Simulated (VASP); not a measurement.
# GaS (P6_3/mmc) in VASP: vibrations by perturbation theory with PBE

Aim: the vibrations by perturbation theory of GaS with PBE.

Program: VASP 6.6.1. These are calculated values, not measurements. Logs are shortened: lines on timing, memory, paths and dates and some standing lists are left out, and cuts for length are marked.

## 1. The cell of the first run

Symmetry: P6_3/mmc, No. 194, hexagonal system. The conventional cell has a = 3.585 Å, b = 3.585 Å, c = 15.500 Å, α = 90.00°, β = 90.00°, γ = 120.00°. Within 3.1 Å of Ga (site symmetry 3m) lie 3 S at 2.34 Å and 1 Ga at 2.48 Å. S (site symmetry 3m) has 3 Ga at 2.34 Å within 3.1 Å.

## 2. Vibrations by perturbation theory, PBE

Input file INCAR:

```
SYSTEM = GaS
PREC = Accurate ; ENCUT = 500
EDIFF = 1E-8 ; ISMEAR = 0
SIGMA = 0.01 ; LREAL = .FALSE.
LASPH = .TRUE. ; NELM = 120
ALGO = Normal ; ISIF = 2
LWAVE = .FALSE. ; LCHARG = .TRUE.
GGA = PE ; IBRION = 8
NSW = 1 ; GGA_COMPAT = .FALSE.
KPAR = 4
```

Input file KPOINTS:

```
Automatic mesh
0
G
  6 6 2
  0 0 0
```

Input file POSCAR:

```
GaS
1.0
    3.5850000000      0.0000000000      0.0000000000
   -1.7925000000      3.1047010000      0.0000000000
    0.0000000000      0.0000000000     15.5000000000
Ga S
4 4
Direct
    0.3333333333      0.6666666667      0.1700000000
    0.6666666667      0.3333333333      0.6700000000
    0.3333333333      0.6666666667      0.3300000000
    0.6666666667      0.3333333333      0.8300000000
    0.3333333333      0.6666666667      0.6000000000
    0.6666666667      0.3333333333      0.1000000000
    0.3333333333      0.6666666667      0.9000000000
    0.6666666667      0.3333333333      0.4000000000
```

Potentials or basis: VASP PAW PBE potentials, release 64 (Ga_d, S).

Launch:

```sh
$ cat potpaw_PBE.64/Ga_d/POTCAR potpaw_PBE.64/S/POTCAR > POTCAR
$ mpirun -np 4 vasp_std > vasp.out
```

OUTCAR:

```text
SYSTEM = GaS
   PREC = Accurate
   ENCUT = 500
   EDIFF = 1E-8
   ISMEAR = 0
   LREAL = .FALSE.
   LASPH = .TRUE.
   NELM = 120
   ISIF = 2
   GGA = PE
   IBRION = 8
   NSW = 1

 ion  position               nearest neighbor table
   1  0.333  0.667  0.170-   6 2.34   6 2.34   6 2.34   3 2.48
   2  0.667  0.333  0.670-   5 2.34   5 2.34   5 2.34   4 2.48
   3  0.333  0.667  0.330-   8 2.34   8 2.34   8 2.34   1 2.48
   4  0.667  0.333  0.830-   7 2.34   7 2.34   7 2.34   2 2.48
   5  0.333  0.667  0.600-   2 2.34   2 2.34   2 2.34
   6  0.667  0.333  0.100-   1 2.34   1 2.34   1 2.34
   7  0.333  0.667  0.900-   4 2.34   4 2.34   4 2.34
   8  0.667  0.333  0.400-   3 2.34   3 2.34   3 2.34

  LATTYP: Found a hexagonal cell.
 ALAT       =     3.5850000000
 C/A-ratio  =     4.3235704324

  Lattice vectors:

 A1 = (   3.5850000000,   0.0000000000,   0.0000000000)
 A2 = (  -1.7925000000,   3.1047010000,   0.0000000000)
 A3 = (   0.0000000000,   0.0000000000,  15.5000000000)

Analysis of symmetry for initial positions (statically):
=====================================================================
 Subroutine PRICEL returns:
 Original cell was already a primitive cell.

 Routine SETGRP: Setting up the symmetry group for a
 hexagonal supercell.

 Subroutine GETGRP returns: Found 24 space group operations
 (whereof 12 operations were pure point group operations)
 out of a pool of 24 trial point group operations.

The static configuration has the point symmetry D_3d.
 The point group associated with its full space group is D_6h.

Analysis of symmetry for dynamics (positions and initial velocities):
=====================================================================
 Subroutine PRICEL returns:
 Original cell was already a primitive cell.

 Routine SETGRP: Setting up the symmetry group for a
 hexagonal supercell.

 Subroutine GETGRP returns: Found 24 space group operations
 (whereof 12 operations were pure point group operations)
 out of a pool of 24 trial point group operations.

The dynamic configuration has the point symmetry D_3d.
 The point group associated with its full space group is D_6h.

 Subroutine INISYM returns: Found 24 space group operations
 (whereof 12 operations are pure point group operations),
 and found     1 'primitive' translations

----------------------------------------------------------------------------------------

[... 854 lines left out ...]

  FREE ENERGIE OF THE ION-ELECTRON SYSTEM (eV)
  ---------------------------------------------------
  free  energy   TOTEN  =       -33.1964194133 eV

  energy  without entropy=      -33.1964194133  energy(sigma->0) =      -33.19641941

[... ionic steps 2 to 15 ...]

--------------------------------------- Ionic step       16  -------------------------------------------

------------------------ aborting loop because EDIFF is reached ----------------------------------------

[... ionic steps 17 to 17 ...]

--------------------------------------- Ionic step       18  -------------------------------------------

 Free energy of the ion-electron system (eV)
  ---------------------------------------------------
  ---------------------------------------------------
  free energy    TOTEN  =        -0.13900470 eV

  energy without entropy =       -0.13900470

------------------------ aborting loop because EDIFF is reached ----------------------------------------

 INTERNAL STRAIN TENSOR  FOR ION    5  DIRECTION 3   (eV/Angst):
 -----------------------------------------------------------------------------
     7.43982  0.00000  0.00000
     0.00000  7.43982  0.00000
     0.00000 -0.00000  8.79959

 INTERNAL STRAIN TENSOR FOR ION    8 for displacements in x,y,z  (eV/Angst):
          X           Y           Z          XY          YZ          ZX
  --------------------------------------------------------------------------------
  x    -0.00000     0.00000     0.00000     4.36283     0.00000    -8.37186
  y     4.36283    -4.36283     0.00000     0.00000    -7.69299    -0.00000
  z    -7.43982    -7.43982    -8.79959     0.00000     0.00000     0.00000

 SECOND DERIVATIVES (NOT SYMMETRIZED)
 ------------------------------------
               1X          1Y          1Z          2X          2Y          2Z          3X          3Y          3Z          4X          4Y          4Z          5X          5Y          5Z          6X          6Y          6Z          7X          7Y          7Z          8X          8Y          8Z
  1X    -6.817100    0.000000    0.000000    0.005170    0.000000    0.000000    0.109573   -0.000000    0.000000   -0.004770    0.000000    0.000000    0.004706    0.000000    0.000000    6.323440    0.000000    0.000000    0.020954    0.000000    0.000000    0.358027    0.000000   -0.000000
  1Y     0.000000   -6.817100    0.000000    0.000000    0.005170    0.000000    0.000000    0.109573    0.000000    0.000000   -0.004770    0.000000   -0.000000    0.004706    0.000000    0.000000    6.323440    0.000000    0.000000    0.020954    0.000000    0.000000    0.358027    0.000000
  1Z     0.000000   -0.000000  -14.305056    0.000000    0.000000    0.213255    0.000000   -0.000000    5.918483    0.000000    0.000000    0.151620    0.000000   -0.000000   -0.229215   -0.000000    0.000000    8.353618    0.000000    0.000000   -0.144424    0.000000    0.000000    0.041719
  2X     0.005170    0.000000    0.000000   -6.817100    0.000000    0.000000   -0.004770    0.000000    0.000000    0.109573    0.000000    0.000000    6.323440   -0.000000    0.000000    0.004706    0.000000    0.000000    0.358027    0.000000    0.000000    0.020954    0.000000    0.000000
  2Y     0.000000    0.005170    0.000000   -0.000000   -6.817100   -0.000000    0.000000   -0.004770    0.000000   -0.000000    0.109573   -0.000000    0.000000    6.323440    0.000000    0.000000    0.004706   -0.000000    0.000000    0.358027    0.000000    0.000000    0.020954    0.000000
  2Z     0.000000    0.000000    0.213255    0.000000    0.000000  -14.305056   -0.000000    0.000000    0.151620   -0.000000    0.000000    5.918483    0.000000    0.000000    8.353618    0.000000    0.000000   -0.229215    0.000000    0.000000    0.041719    0.000000   -0.000000   -0.144424
  3X     0.109573    0.000000    0.000000   -0.004770    0.000000    0.000000   -6.817100    0.000000    0.000000    0.005170    0.000000    0.000000    0.020954    0.000000    0.000000    0.358027    0.000000    0.000000    0.004706    0.000000    0.000000    6.323440   -0.000000    0.000000
  3Y    -0.000000    0.109573   -0.000000    0.000000   -0.004770    0.000000   -0.000000   -6.817100   -0.000000    0.000000    0.005170    0.000000    0.000000    0.020954    0.000000    0.000000    0.358027    0.000000    0.000000    0.004706   -0.000000    0.000000    6.323440    0.000000
  3Z    -0.000000    0.000000    5.918483   -0.000000    0.000000    0.151620    0.000000    0.000000  -14.305056    0.000000    0.000000    0.213255    0.000000   -0.000000   -0.144424    0.000000    0.000000    0.041719    0.000000    0.000000   -0.229215    0.000000    0.000000    8.353618
  4X    -0.004770    0.000000    0.000000    0.109573   -0.000000    0.000000    0.005170    0.000000    0.000000   -6.817100    0.000000    0.000000    0.358027    0.000000   -0.000000    0.020954    0.000000    0.000000    6.323440    0.000000    0.000000    0.004706    0.000000    0.000000
  4Y     0.000000   -0.004770    0.000000    0.000000    0.109573    0.000000    0.000000    0.005170    0.000000    0.000000   -6.817100    0.000000    0.000000    0.358027    0.000000    0.000000    0.020954    0.000000    0.000000    6.323440    0.000000   -0.000000    0.004706    0.000000
  4Z     0.000000    0.000000    0.151620    0.000000   -0.000000    5.918483    0.000000    0.000000    0.213255    0.000000   -0.000000  -14.305056    0.000000    0.000000    0.041719    0.000000    0.000000   -0.144424   -0.000000    0.000000    8.353618    0.000000   -0.000000   -0.229215
  5X     0.003913    0.000000    0.000000    6.321680    0.000000    0.000000    0.018354    0.000000    0.000000    0.356188    0.000000    0.000000   -6.849269    0.000000    0.000000   -0.000310    0.000000    0.000000    0.091272    0.000000    0.000000    0.058173    0.000000    0.000000
  5Y    -0.000000    0.003913    0.000000    0.000000    6.321680    0.000000    0.000000    0.018354    0.000000    0.000000    0.356188    0.000000    0.000000   -6.849269    0.000000    0.000000   -0.000310   -0.000000    0.000000    0.091272    0.000000    0.000000    0.058173    0.000000
  5Z     0.000000    0.000000   -0.182144   -0.000000    0.000000    8.306899    0.000000   -0.000000   -0.097774    0.000000   -0.000000   -0.005471    0.000000    0.000000   -8.930628    0.000000    0.000000    0.226943    0.000000    0.000000    0.192954    0.000000    0.000000    0.489221
  6X     6.321680    0.000000    0.000000    0.003913    0.000000    0.000000    0.356188    0.000000    0.000000    0.018354    0.000000   -0.000000   -0.000310    0.000000    0.000000   -6.849269    0.000000    0.000000    0.058173    0.000000   -0.000000    0.091272    0.000000    0.000000
  6Y     0.000000    6.321680    0.000000   -0.000000    0.003913   -0.000000    0.000000    0.356188    0.000000    0.000000    0.018354    0.000000    0.000000   -0.000310    0.000000    0.000000   -6.849269    0.000000    0.000000    0.058173    0.000000    0.000000    0.091272    0.000000
  6Z     0.000000    0.000000    8.306899    0.000000    0.000000   -0.182144    0.000000    0.000000   -0.005471    0.000000    0.000000   -0.097774   -0.000000    0.000000    0.226943    0.000000   -0.000000   -8.930628    0.000000    0.000000    0.489221    0.000000    0.000000    0.192954
  7X     0.018354    0.000000   -0.000000    0.356188    0.000000    0.000000    0.003913    0.000000    0.000000    6.321680    0.000000    0.000000    0.091272    0.000000    0.000000    0.058173    0.000000   -0.000000   -6.849269    0.000000    0.000000   -0.000310    0.000000    0.000000
  7Y     0.000000    0.018354    0.000000    0.000000    0.356188    0.000000   -0.000000    0.003913   -0.000000    0.000000    6.321680    0.000000    0.000000    0.091272    0.000000    0.000000    0.058173    0.000000    0.000000   -6.849269    0.000000    0.000000   -0.000310    0.000000
  7Z     0.000000    0.000000   -0.097774    0.000000    0.000000   -0.005471    0.000000    0.000000   -0.182144    0.000000    0.000000    8.306899    0.000000    0.000000    0.192954    0.000000    0.000000    0.489221    0.000000   -0.000000   -8.930628   -0.000000    0.000000    0.226943
  8X     0.356188    0.000000    0.000000    0.018354    0.000000    0.000000    6.321680    0.000000    0.000000    0.003913    0.000000    0.000000    0.058173    0.000000    0.000000    0.091272    0.000000    0.000000   -0.000310    0.000000    0.000000   -6.849269    0.000000    0.000000
  8Y     0.000000    0.356188    0.000000    0.000000    0.018354    0.000000    0.000000    6.321680    0.000000   -0.000000    0.003913    0.000000    0.000000    0.058173    0.000000    0.000000    0.091272    0.000000    0.000000   -0.000310   -0.000000    0.000000   -6.849269    0.000000
  8Z     0.000000   -0.000000   -0.005471    0.000000   -0.000000   -0.097774   -0.000000    0.000000    8.306899    0.000000    0.000000   -0.182144    0.000000    0.000000    0.489221    0.000000    0.000000    0.192954    0.000000    0.000000    0.226943    0.000000    0.000000   -8.930628

 Eigenvectors and eigenvalues of the dynamical matrix
 ----------------------------------------------------

   1 f  =   10.659933 THz    66.978336 2PiTHz  355.577101 cm-1    44.085922 meV
             X         Y         Z           dx          dy          dz
     -0.000000  2.069801  2.635000    -0.000000   -0.000000    0.351754
      1.792500  1.034900 10.385000     0.000000   -0.000000    0.351754
     -0.000000  2.069801  5.115000    -0.000000    0.000000   -0.351754
      1.792500  1.034900 12.865000     0.000000    0.000000   -0.351754
     -0.000000  2.069801  9.300000    -0.000000    0.000000   -0.355343
      1.792500  1.034900  1.550000     0.000000    0.000000   -0.355343
     -0.000000  2.069801 13.950000    -0.000000   -0.000000    0.355343
      1.792500  1.034900  6.200000     0.000000   -0.000000    0.355343
[... 243 lines left out ...]
  24 f/i=    0.002092 THz     0.013147 2PiTHz    0.069797 cm-1     0.008654 meV
             X         Y         Z           dx          dy          dz
     -0.000000  2.069801  2.635000    -0.413545    0.012968    0.000000
      1.792500  1.034900 10.385000    -0.413545    0.012968    0.000000
     -0.000000  2.069801  5.115000    -0.413545    0.012968    0.000000
      1.792500  1.034900 12.865000    -0.413545    0.012968    0.000000
     -0.000000  2.069801  9.300000    -0.280597    0.008799    0.000000
      1.792500  1.034900  1.550000    -0.280597    0.008799    0.000000
     -0.000000  2.069801 13.950000    -0.280597    0.008799    0.000000
      1.792500  1.034900  6.200000    -0.280597    0.008799    0.000000

--------------------------------------------------------------------------------------------------------

 ELASTIC MODULI CONTR FROM IONIC RELAXATION (kBar)
 Direction    XX          YY          ZZ          XY          YZ          ZX
 --------------------------------------------------------------------------------
 XX        -338.7758   -108.6290   -211.0332      0.0000     -0.0000      0.0000
 YY        -108.6290   -338.7757   -211.0332      0.0000     -0.0000      0.0000
 ZZ        -211.0332   -211.0332   -805.2375      0.0000      0.0000      0.0000
 XY           0.0000      0.0000      0.0000   -115.0734      0.0000     -0.0000
 YZ           0.0000      0.0000      0.0000      0.0000   -372.7696      0.0000
 ZX           0.0000      0.0000      0.0000     -0.0000      0.0000   -441.4421
 --------------------------------------------------------------------------------
```

It took 8 min on 4 MPI ranks of Intel Xeon 6975P-C (Granite Rapids), shared host; peak memory 0.77 GiB.

What came out:

* Highest phonon frequency at Γ, LO-TO splitting left out: 356 cm⁻¹

Phonon frequencies in cm⁻¹ (negative: imaginary):
```csv
q point,frequencies
"(0.000, 0.000, 0.000)",0 0 0 24 24 47 70 70 73 73 170 178 284 284 285 285 288 288 289 289 315 335 354 356
```

Caveat: the cell wasn't relaxed at this level first, which shifts response properties.
